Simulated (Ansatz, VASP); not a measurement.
## Two plane-wave programs on Rh

INCAR

```
SYSTEM = Rh
PREC = Accurate ; ENCUT = 520
EDIFF = 1E-6 ; ISMEAR = 0
SIGMA = 0.15 ; LREAL = .FALSE.
LASPH = .TRUE. ; NELM = 60
ALGO = Fast ; ISIF = 2
LWAVE = .FALSE. ; LCHARG = .TRUE.
GGA = PE ; LELF = .TRUE.
LVHAR = .TRUE. ; NBANDS = 14
```

The input KPOINTS:

```
Automatic mesh
0
G
  26 26 26
  0 0 0
```

The input POSCAR:

```
Rh
1.0
    0.0000000000      1.9149654115      1.9149654115
    2.0585878174      0.0000000000      1.9149654115
    2.0585878174      1.9149654115      0.0000000000
Rh
1
Direct
    0.0000000000      0.0000000000      0.0000000000
```

Input for Ansatz:

```yaml
crystal:
  lattice:
    - [0.0, 1.9149654115, 1.9149654115]
    - [2.0585878174, 0.0, 1.9149654115]
    - [2.0585878174, 1.9149654115, 0.0]
  atoms:
    - { symbol: Rh, position: [0.0, 0.0, 0.0] }
basis:
  ecutwfc: 420
kpoints:
  mp_grid: { grid: [26, 26, 26] }
hamiltonian:
  xc: pbe
scf:
  occupations: { method: gaussian, width: 0.15 }
output:
  forces: true
  stress: true
  eigenvalues: true
```

Change from the starting cell: strain +0.0750 x Voigt [1, 0, 0, 0, 0, 0], atoms carried along.

Alike in both runs: task single point; functional PBE; k mesh 26 × 26 × 26; occupations gaussian, width 0.15 eV; no spin polarisation.

|  | VASP | Ansatz |
| --- | --- | --- |
| version | VASP 6.6.1 | Ansatz 0.2.0 |
| potentials or method | VASP PAW PBE potentials, release 64 (Rh_pv), cutoff 520 eV | scalar-relativistic, plane waves, PAW |
| valence electrons in the cell | 15 | 17 |

```tsv
	VASP	Ansatz	Ansatz less VASP
gap on the k mesh at the Fermi level (eV)	none	none	-
pressure (GPa)	-14.6	-14.6	+0.02
traceless stress, the component that is largest in VASP (GPa)	-9.13	-9.15	-0.025
```

A gap of «none» marks a metal or a gap that the smearing closes. VASP's potentials hold 15 valence electrons a cell and Ansatz's 17, so a difference there can come from the potentials and not from the codes.
